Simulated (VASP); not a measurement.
# SrO (F-43m) in VASP: further runs, part 2 of 2

VASP 6.6.1. The steps go on from the part before.

### 3 Relaxation of cell and atoms, PBE

This run uses another cell than the first one, of 22.20 Å³/atom, 1.004 times its volume.

Input file INCAR:

```
PREC = Accurate ; ENCUT = 600
EDIFF = 1E-6 ; ISMEAR = 0
SIGMA = 0.02 ; LREAL = False
LASPH = True ; NELM = 100
ALGO = Normal ; ISIF = 3
LWAVE = False ; LCHARG = False
GGA = PE ; IBRION = 2
NSW = 100 ; EDIFFG = -0.01
```

Input file KPOINTS:

```
Automatic mesh
0
Gamma
  8 8 8
```

Input file POSCAR:

```
SrO
1.0
    0.0000000000      2.8103184505      2.8103184505
    2.8103184505      0.0000000000      2.8103184505
    2.8103184505      2.8103184505      0.0000000000
Sr O
1 1
Direct
    0.5000000000      0.5000000000      0.5000000000
    0.2500000000      0.2500000000      0.2500000000
```

Potentials or basis: VASP PAW PBE potentials, release 64 (Sr_sv, O).

Command:

```
> cat potpaw_PBE.64/Sr_sv/POTCAR potpaw_PBE.64/O/POTCAR > POTCAR
> mpirun -np 1 vasp_std > vasp.out
```

OUTCAR:

```text
PREC = Accurate
   ENCUT = 600
   EDIFF = 1E-6
   ISMEAR = 0
   LREAL = False
   LASPH = True
   NELM = 100
   ISIF = 3
   GGA = PE
   IBRION = 2
   NSW = 100
   EDIFFG = -0.01

 ion  position               nearest neighbor table
   1  0.500  0.500  0.500-   2 2.43   2 2.43   2 2.43   2 2.43
   2  0.250  0.250  0.250-   1 2.43   1 2.43   1 2.43   1 2.43

  LATTYP: Found a face centered cubic cell.
 ALAT       =     5.6206369010

  Lattice vectors:

 A1 = (   0.0000000000,   2.8103184505,   2.8103184505)
 A2 = (   2.8103184505,   0.0000000000,   2.8103184505)
 A3 = (   2.8103184505,   2.8103184505,   0.0000000000)

Analysis of symmetry for initial positions (statically):
=====================================================================
 Subroutine PRICEL returns:
 Original cell was already a primitive cell.

 Routine SETGRP: Setting up the symmetry group for a
 face centered cubic supercell.

 Subroutine GETGRP returns: Found 24 space group operations
 (whereof 24 operations were pure point group operations)
 out of a pool of 48 trial point group operations.

The static configuration has the point symmetry T_d .

Analysis of symmetry for dynamics (positions and initial velocities):
=====================================================================
 Subroutine PRICEL returns:
 Original cell was already a primitive cell.

 Routine SETGRP: Setting up the symmetry group for a
 face centered cubic supercell.

 Subroutine GETGRP returns: Found 24 space group operations
 (whereof 24 operations were pure point group operations)
 out of a pool of 48 trial point group operations.

The dynamic configuration has the point symmetry T_d .

 Subroutine INISYM returns: Found 24 space group operations
 (whereof 24 operations are pure point group operations),
 and found     1 'primitive' translations

----------------------------------------------------------------------------------------

                                     Primitive cell

  volume of cell :      44.3912

  direct lattice vectors                    reciprocal lattice vectors
     0.000000000  2.810318451  2.810318451    -0.177915780  0.177915780  0.177915780
     2.810318451  0.000000000  2.810318451     0.177915780 -0.177915780  0.177915780
     2.810318451  2.810318451  0.000000000     0.177915780  0.177915780 -0.177915780

  length of vectors
     3.974390467  3.974390467  3.974390467     0.308159171  0.308159171  0.308159171

  position of ions in fractional coordinates (direct lattice)
     0.500000000  0.500000000  0.500000000
     0.250000000  0.250000000  0.250000000

  ion indices of the primitive-cell ions
   primitive index   ion index
                 1           1
                 2           2

----------------------------------------------------------------------------------------
[... 103 lines left out ...]
 Gauss-broadening in eV      SIGMA  =   0.02
  energy-cutoff  :      600.00
  volume of cell :       44.39
 maximum number of plane-waves:      1524
   NGX = 15   NGY = 15   NGZ = 15

--------------------------------------- Ionic step        1  -------------------------------------------

 number of electron      16.0000005 magnetization

 Free energy of the ion-electron system (eV)
  ---------------------------------------------------
  ext. energy  EPLUGINS =         0.00000000
  ---------------------------------------------------
  free energy    TOTEN  =       -11.76792030 eV

  energy without entropy =      -11.76792030  energy(sigma->0) =      -11.76792030

------------------------ aborting loop because EDIFF is reached ----------------------------------------

  FORCE on cell =-STRESS in cart. coord.  units (eV):
  Direction    XX          YY          ZZ          XY          YZ          ZX
  --------------------------------------------------------------------------------------
  -------------------------------------------------------------------------------------
  Total        0.0307423      0.0307423      0.0307423      0.0000000      0.0000000      0.0000000
  in kB        1.1095584      1.1095584      1.1095584      0.0000000      0.0000000      0.0000000
  external PRESSURE =       1.1095584 kB  Pullay stress =       0.0000000 kB

 VOLUME and BASIS-vectors are now :
 -----------------------------------------------------------------------------
  energy-cutoff  :      600.00
  volume of cell :       44.39
      direct lattice vectors                 reciprocal lattice vectors
     0.000000000  2.810318451  2.810318451    -0.177915780  0.177915780  0.177915780
     2.810318451  0.000000000  2.810318451     0.177915780 -0.177915780  0.177915780
     2.810318451  2.810318451  0.000000000     0.177915780  0.177915780 -0.177915780

 POSITION                                       TOTAL-FORCE (eV/Angst)
 -----------------------------------------------------------------------------------
      2.81032      2.81032      2.81032         0.000000      0.000000      0.000000
      1.40516      1.40516      1.40516        -0.000000     -0.000000     -0.000000
 -----------------------------------------------------------------------------------
    total drift:                                0.000000      0.000000      0.000000

  FREE ENERGIE OF THE ION-ELECTRON SYSTEM (eV)
  ---------------------------------------------------
  free  energy   TOTEN  =       -11.7679203046 eV

  energy  without entropy=      -11.7679203046  energy(sigma->0) =      -11.76792030

--------------------------------------- Ionic step        2  -------------------------------------------

 number of electron      16.0000005 magnetization

 Free energy of the ion-electron system (eV)
  ---------------------------------------------------
  ext. energy  EPLUGINS =         0.00000000
  ---------------------------------------------------
  free energy    TOTEN  =       -11.76795214 eV

  energy without entropy =      -11.76795214  energy(sigma->0) =      -11.76795214

 E-fermi :   0.3086     XC(G=0):  -8.5347

 val. band max:        0.2014420966   @ k =  -0.2500   0.5000   0.2500
 cond. band min:       2.6706485334   @ k =   0.0000   0.0000   0.0000
 fundamental gap:      2.4692064368
 Fermi energy:         0.3085564507

 k-point     1 :       0.0000    0.0000    0.0000
  band No.  band energies     occupation
      1     -32.0878      2.00000
      2     -14.5429      2.00000
      3     -13.9837      2.00000
      4     -13.9837      2.00000
      5     -13.9837      2.00000
      6      -0.6011      2.00000
      7      -0.6011      2.00000
      8      -0.6011      2.00000
      9       2.6706      0.00000
     10       8.1641      0.00000
     11       8.1641      0.00000
     12       9.4542      0.00000
[... 331 lines left out ...]
 k-point    24 :      -0.3750    0.2500    0.1250
  band No.  band energies     occupation
      1     -32.0242      2.00000
      2     -15.8784      2.00000
      3     -14.2616      2.00000
      4     -14.1126      2.00000
      5     -12.6984      2.00000
      6      -0.4776      2.00000
      7      -0.3967      2.00000
      8      -0.0638      2.00000
      9       5.0807      0.00000
     10       6.3625      0.00000
     11       7.9313      0.00000
     12       9.0125      0.00000

 [... further k-points ...]
[... 5 lines left out ...]
  --------------------------------------------------------------------------------------
  -------------------------------------------------------------------------------------
  Total       -0.0034687     -0.0034687     -0.0034687      0.0000000      0.0000000      0.0000000
  in kB       -0.1249144     -0.1249144     -0.1249144      0.0000000      0.0000000      0.0000000
  external PRESSURE =      -0.1249144 kB  Pullay stress =       0.0000000 kB

 VOLUME and BASIS-vectors are now :
 -----------------------------------------------------------------------------
  energy-cutoff  :      600.00
  volume of cell :       44.49
      direct lattice vectors                 reciprocal lattice vectors
     0.000000000  2.812402427  2.812402427    -0.177783946  0.177783946  0.177783946
     2.812402427  0.000000000  2.812402427     0.177783946 -0.177783946  0.177783946
     2.812402427  2.812402427  0.000000000     0.177783946  0.177783946 -0.177783946

 POSITION                                       TOTAL-FORCE (eV/Angst)
 -----------------------------------------------------------------------------------
      2.81240      2.81240      2.81240         0.000000     -0.000000      0.000000
      1.40620      1.40620      1.40620        -0.000000      0.000000     -0.000000
 -----------------------------------------------------------------------------------
    total drift:                                0.000000      0.000000      0.000000

  FREE ENERGIE OF THE ION-ELECTRON SYSTEM (eV)
  ---------------------------------------------------
  free  energy   TOTEN  =       -11.7679521389 eV

  energy  without entropy=      -11.7679521389  energy(sigma->0) =      -11.76795214

 reached required accuracy - stopping structural energy minimisation
```

OSZICAR:

```text
N       E                     dE             d eps       ncg     rms          rms(c)
DAV:   1     0.940767179768E+02    0.94077E+02   -0.90909E+03   696   0.138E+03
DAV:   2    -0.949887628306E+01   -0.10358E+03   -0.94931E+02   952   0.269E+02
DAV:   3    -0.147535499320E+02   -0.52547E+01   -0.52273E+01  1012   0.621E+01
DAV:   4    -0.148988273191E+02   -0.14528E+00   -0.14517E+00   996   0.687E+00
[... 14 lines left out ...]
DAV:   3    -0.117679717289E+02    0.10880E-03   -0.26434E-04   880   0.177E-01    0.611E-02
DAV:   4    -0.117679493883E+02    0.22341E-04   -0.17192E-04  1100   0.925E-02    0.491E-02
DAV:   5    -0.117679526939E+02   -0.33056E-05   -0.80847E-06   836   0.287E-02    0.181E-02
DAV:   6    -0.117679525424E+02    0.15142E-06   -0.13952E-05  1112   0.246E-02    0.524E-03
DAV:   7    -0.117679521389E+02    0.40351E-06   -0.16992E-07   460   0.428E-03
   2 F= -.11767952E+02 E0= -.11767952E+02  d E =-.318343E-04
```

CONTCAR:

```text
SrO
   1.00000000000000
     0.0000000000000000    2.8124024274315422    2.8124024274315422
     2.8124024274315422    0.0000000000000000    2.8124024274315422
     2.8124024274315422    2.8124024274315422    0.0000000000000000
  Sr              O
     1     1
Direct
     0.5000000000000000    0.5000000000000000    0.5000000000000000
     0.2500000000000000    0.2500000000000000    0.2500000000000000

  0.00000000E+00  0.00000000E+00  0.00000000E+00
  0.00000000E+00  0.00000000E+00  0.00000000E+00
```

Wall time 13 s (1 thread of Intel Xeon Platinum 8559C (Emerald Rapids), shared host); peak memory 0.18 GiB.

Results:

```
Free energy                            : -11.7680 eV
Relaxed volume                         : 22.24 Å³/atom
Relaxed cell                           : a = 3.977 Å, b = 3.977 Å, c = 3.977 Å, α = 60.00°, β = 60.00°, γ = 60.00°
Space group after relaxing (to 0.05 Å) : F-43m (No. 216)
Energy gained by relaxing              : 0.0 meV/atom
Ionic steps                            : 2
Pressure after relaxing                : 0.0 GPa
Band gap on the k mesh                 : 2.47 eV, indirect (least direct gap 3.27 eV)
```

Final structure:
```
Sr O
1.0
     0.00000    2.81240    2.81240
     2.81240    0.00000    2.81240
     2.81240    2.81240    0.00000
Sr O
1 1
Direct
  0.50000 0.50000 0.50000
  0.25000 0.25000 0.25000
```

Levels at points of the mesh, in eV from the valence-band top:
| k point | band 5 | band 6 | band 7 | band 8 | band 9 | band 10 | band 11 | band 12 |
| --- | --- | --- | --- | --- | --- | --- | --- | --- |
| (0.00, 0.00, 0.00) | -14.19 | -0.80 | -0.80 | -0.80 | 2.47 | 7.96 | 7.96 | 9.25 |
| (0.50, 0.00, 0.00) | -13.14 | -0.71 | -0.50 | -0.50 | 5.22 | 7.04 | 7.53 | 7.53 |
| (0.50, 0.50, 0.00) | -12.83 | -1.37 | -0.01 | -0.01 | 4.53 | 5.69 | 9.50 | 9.81 |

A k mesh can miss the band edges. PBE gaps usually lie below the measured ones, often by a third to a half.
